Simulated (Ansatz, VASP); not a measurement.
## Two plane-wave programs on Sr2C

```xyz
3
Lattice="0.0000 3.2153 3.2153 3.2153 0.0000 3.2153 3.2153 3.2153 0.0000" Properties=species:S:1:pos:R:3 pbc="T T T"
C     0.0000    0.0000    0.0000
Sr    1.6077    1.6077    1.6077
Sr    4.8230    4.8230    4.8230
```

Change from the starting cell: hydrostatic strain -4.3%.

Alike in both runs: task single point; functional HSE06; k mesh 4 × 4 × 4; occupations fermi-dirac, width 0.02 eV; no spin polarisation.

```csv
,VASP,Ansatz
version,VASP 6.6.1,Ansatz 0.2.0
potentials or method,"VASP PAW PBE potentials, release 64 (C, Sr_sv)","plane waves, PAW"
plane-wave cutoff (eV),520,420
valence electrons in the cell,24,24
```

Ansatz gave:

```
pressure (GPa) : 6.8
```

**Question.** Estimate VASP's values.

**Answer.** Pressure (GPa): 7.1.

Ansatz's warnings: stress exchange threshold loose, stress scf threshold loose.

The k mesh is coarse, so the values compare programs but aren't converged.
